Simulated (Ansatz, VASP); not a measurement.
**Two plane-wave programs on BaMoC2**

```
Ba Mo C
1.0
     3.35571    0.00000    0.00000
     0.00000    3.35571    0.00000
     0.00000    0.00000    7.17706
Ba Mo C
1 1 2
Direct
  0.50000 0.50000 0.00000
  0.50000 0.50000 0.50000
  0.00000 0.50000 0.50000
  0.50000 0.00000 0.50000
```

Alike in both runs: task relaxation of cell and atoms; functional PBE; k mesh 6 × 6 × 4; occupations gaussian, width 0.1 eV; no spin polarisation.

|  | VASP | Ansatz |
| --- | --- | --- |
| version | VASP 6.6.1 | Ansatz 0.2.0 |
| potentials or method | VASP PAW PBE potentials, release 64 (Ba_sv, Mo_sv, C), cutoff 600 eV | scalar-relativistic, plane waves, PAW |
| valence electrons in the cell | 32 | 32 |

Ansatz gave:

| Quantity | Value |
| --- | --- |
| gap on the k mesh at the Fermi level, each at its own relaxed structure (eV) | none |
| relaxed volume (Å³/atom) | 24.10 |
| relaxed length of the cell vector where the two differ most in proportion (Å) | 5.705 |

Estimate VASP's values.

gap on the k mesh at the Fermi level, each at its own relaxed structure (eV): none; relaxed volume (Å³/atom): 24.29; relaxed length of the cell vector where the two differ most in proportion (Å): 5.768.

A gap of «none» marks a metal or a gap that the smearing closes.

Spin-orbit coupling is off throughout. Noted on VASP's run: the volume moved by over 15 % at a fixed basis, so the end points are rough.
